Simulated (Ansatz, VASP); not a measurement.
**MgSe: VASP beside Ansatz**

```
CELL_PARAMETERS angstrom
0.00000 2.72550 2.72550
2.72550 0.00000 2.72550
2.72550 2.72550 0.00000
ATOMIC_POSITIONS crystal
Mg 0.00000 0.00000 0.00000
Se 0.50000 0.50000 0.50000
```

Alike in both runs: functional PBEsol; k mesh 12 × 12 × 12; occupations fermi-dirac, width 0.08 eV; no spin polarisation.

Ansatz relaxed the structure, and its values are those at the end. VASP's run is a single point on that final structure, the one shown.

|  | VASP | Ansatz |
| --- | --- | --- |
| version | VASP 6.6.1 | Ansatz 0.2.0 |
| potentials or method | VASP PAW PBE potentials, release 64 (Mg, Se) | PAW with Ansatz's default frozen-core files, scalar-relativistic |
| plane-wave cutoff (eV) | 600 | 420 |
| valence electrons in the cell | 8 | 26 |

```tsv
	VASP	Ansatz	Ansatz less VASP
pressure (GPa)	-0.1	0.0	+0.06
```

VASP's potentials were made for PBE, not for PBEsol. VASP's potentials hold 8 valence electrons a cell and Ansatz's 26, so a difference there can come from the potentials and not from the codes.
